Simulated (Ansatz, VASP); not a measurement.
**One calculation of GaTeCl3, two programs**

```
Ga Te Cl
1.0
     5.51765    0.00000    0.00000
     0.00000    5.51765    0.00000
     0.00000    0.00000    5.51765
Ga Te Cl
1 1 3
Direct
  0.00000 0.00000 0.00000
  0.50000 0.50000 0.50000
  0.00000 0.50000 0.50000
  0.50000 0.00000 0.50000
  0.50000 0.50000 0.00000
```

Alike in both runs: task relaxation of cell and atoms; functional PBE; k mesh 8 × 8 × 8; occupations gaussian, width 0.1 eV; no spin polarisation.

|  | VASP | Ansatz |
| --- | --- | --- |
| version | VASP 6.6.1 | Ansatz 0.2.0 |
| potentials or method | VASP PAW PBE potentials, release 64 (Ga_d, Te, Cl), cutoff 600 eV | scalar-relativistic, plane waves, PAW |
| valence electrons in the cell | 40 | 50 |

|  | VASP | Ansatz | Ansatz less VASP |
| --- | --- | --- | --- |
| gap on the k mesh at the Fermi level, each at its own relaxed structure (eV) | none | none | - |
| relaxed volume (Å³/atom) | 33.72 | 33.83 | +0.104 |
| relaxed length of the cell vector where the two differ most in proportion (Å) | 5.525 | 5.530 | +0.0057 |

A gap of «none» marks a metal or a gap that the smearing closes. VASP's potentials hold 40 valence electrons a cell and Ansatz's 50, so a difference there can come from the potentials and not from the codes.

Neither program's run includes spin-orbit coupling.
